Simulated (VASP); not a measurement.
The system is SiC2.

```
CELL_PARAMETERS angstrom
2.68769 0.00000 0.00000
-1.34385 2.32761 0.00000
0.00000 0.00000 13.05144
ATOMIC_POSITIONS crystal
Si 0.33333 0.66667 0.25000
Si 0.66667 0.33333 0.75000
C 0.33333 0.66667 0.91667
C 0.33333 0.66667 0.58333
C 0.66667 0.33333 0.08333
C 0.66667 0.33333 0.41667
```

```yaml
Program: VASP 6.6.1
Task: relaxation of cell and atoms
Functional: PBE
Potentials_or_basis: VASP PAW PBE potentials, release 64 (Si, C)
Cutoff: 600 eV
k_mesh: 6 × 6 × 2
Occupations: gaussian, width 0.1 eV
Spin: no spin polarisation
```

At the start: pressure -21.9 GPa; volume 13.61 Å³/atom.

Q: Where does the relaxation end?

A: Over 45 steps the energy falls by 3248.4 meV/atom and the volume is 8.43 Å³/atom (-38.0 %); space group P6_3/mmc (No. 194, to 0.05 Å).

The path:
| step | energy change (eV) | largest force (eV/Å) | pressure (GPa) | volume (Å³) |
| --- | --- | --- | --- | --- |
| 1 | 0.0000 | 0.1168 | -21.90 | 81.65 |
| 3 | -3.4682 | 0.9343 | 4.87 | 53.05 |
| 5 | -6.0054 | 0.4464 | 81.25 | 38.57 |
| 7 | -10.0330 | 3.1021 | 34.03 | 42.79 |
| 9 | -10.3902 | 2.0989 | 24.03 | 43.84 |
| 11 | -10.8376 | 2.2256 | 17.26 | 44.78 |
| 13 | -12.7609 | 2.2677 | -23.06 | 54.42 |
| 15 | -14.0362 | 1.9889 | -36.92 | 69.21 |
| 17 | -16.9883 | 2.5819 | -30.15 | 72.12 |
| 19 | -17.1721 | 0.9336 | -32.21 | 71.78 |
| 21 | -18.8309 | 0.0593 | -10.61 | 61.44 |
| 23 | -18.9212 | 0.3129 | -1.35 | 58.90 |
| 25 | -18.9295 | 0.3471 | -0.35 | 58.48 |
| 27 | -19.0256 | 0.3820 | -0.19 | 56.82 |
| 29 | -19.3400 | 0.6610 | 6.87 | 50.16 |
| 31 | -19.2410 | 1.2694 | 9.77 | 49.83 |
| 33 | -19.2788 | 1.3896 | 13.26 | 48.82 |
| 35 | -19.2816 | 1.2985 | 16.83 | 48.05 |
| 37 | -19.3024 | 1.0917 | 17.49 | 47.86 |
| 39 | -19.3082 | 0.8648 | 18.01 | 47.70 |
| 41 | -19.3526 | 0.7517 | 15.46 | 48.06 |
| 43 | -19.4748 | 0.2438 | 4.91 | 49.69 |
| 45 | -19.4905 | 0.0305 | -0.14 | 50.58 |

Final structure:
```
Si C
1.0
     2.56077    0.00000    0.00000
    -1.28038    2.21769    0.00000
     0.00000    0.00000    8.90676
Si C
2 4
Direct
  0.33333 0.66667 0.25000
  0.66667 0.33333 0.75000
  0.33333 0.66667 0.02399
  0.33333 0.66667 0.47601
  0.66667 0.33333 0.97601
  0.66667 0.33333 0.52399
```

Caveat: the k points lie up to 0.47 Å⁻¹ apart in the final cell; the volume moved by over 15 % at a fixed basis, so the end points are rough.
